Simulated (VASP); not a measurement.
## TiC: single point with PBE

TiC:

```xyz
2
Lattice="0.0000 2.0991 2.1315 2.0991 0.0000 2.1315 2.0991 2.0991 0.0000" Properties=species:S:1:pos:R:3 pbc="T T T"
Ti    0.0000    0.0000    0.0000
C     2.0991    2.0991    2.1315
```

This cell differs from its parent crystal: strain -0.030 along x and y, -0.015 along z.

* Program: VASP 6.6.1
* Task: single point
* Functional: PBE
* Potentials or basis: VASP PAW PBE potentials, release 64 (Ti_sv, C)
* Cutoff: 520 eV
* k mesh: 18 × 18 × 18
* Occupations: gaussian, width 0.15 eV
* Spin: no spin polarisation
* Dipole correction: no
* Further INCAR settings: ALGO = Normal; EDIFF = 1e-06; NBANDS = 15

| Property | Result |
| --- | --- |
| Pressure | 23.6 GPa |
| Band gap on the k mesh | zero (band 8 reaches 11.12 eV, above the bottom of band 9 at 9.90 eV) |

Stress tensor (GPa, compression positive):
```
26.40  0.00  0.00
 0.00 26.40  0.00
 0.00  0.00 18.12
```

Levels at points of the mesh, in eV from the Fermi level:
```csv
k point,band 5,band 6,band 7,band 8,band 9,band 10,band 11,band 12
"(0.00, 0.00, 0.00)",-12.77,0.62,0.75,0.75,1.72,1.80,1.80,1.81
"(0.50, 0.00, 0.00)",-8.90,-6.21,-3.18,-3.15,3.19,3.26,4.56,8.65
"(0.50, 0.50, 0.00)",-10.46,-3.60,-1.85,0.11,0.11,2.99,3.90,3.90
"(0.50, 0.00, 0.50)",-10.44,-3.42,-1.88,-0.03,0.00,3.00,3.85,3.96
```

Wall time 76 s on 1 thread of Intel Xeon 6975P-C (shared host), peak memory 0.26 GiB.

Caveat: the cell differs from its parent crystal (strain -0.030 along x and y, -0.015 along z).
